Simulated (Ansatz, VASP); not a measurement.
## Ga2SnO3 in VASP and in Ansatz

```xyz
6
Lattice="5.6530 0.0000 0.0000 -2.8265 4.8957 0.0000 0.0000 0.0000 2.8217" Properties=species:S:1:pos:R:3 pbc="T T T"
Ga    0.0000    3.2638    0.0000
Ga    2.8265    1.6319    0.0000
Sn    0.0000    0.0000    0.0000
O     2.8265    0.0000    1.4108
O     1.4133    2.4478    1.4108
O    -1.4133    2.4478    1.4108
```

Change from the starting cell: species swapped into the LuB2Ru3 type (P6/mmm, No. 191).

Alike in both runs: functional PBE; k mesh 12 × 12 × 14; occupations gaussian, width 0.1 eV; no spin polarisation.

Ansatz relaxed the structure, and its values are those at the end. VASP's run is a single point on that final structure, the one shown.

|  | VASP | Ansatz |
| --- | --- | --- |
| version | VASP 6.6.1 | Ansatz 0.2.0 |
| potentials or method | VASP PAW PBE potentials, release 64 (Ga_d, Sn_d, O), cutoff 520 eV | scalar-relativistic, plane waves, PAW |
| valence electrons in the cell | 58 | 58 |

VASP gave:

| Property | Result |
| --- | --- |
| gap on the k mesh at the Fermi level (eV) | none |
| pressure (GPa) | 0.4 |

Task: What did Ansatz give for the same quantities?

Result: gap on the k mesh at the Fermi level (eV): none; pressure (GPa): 0.0.

A gap of «none» marks a metal or a gap that the smearing closes.
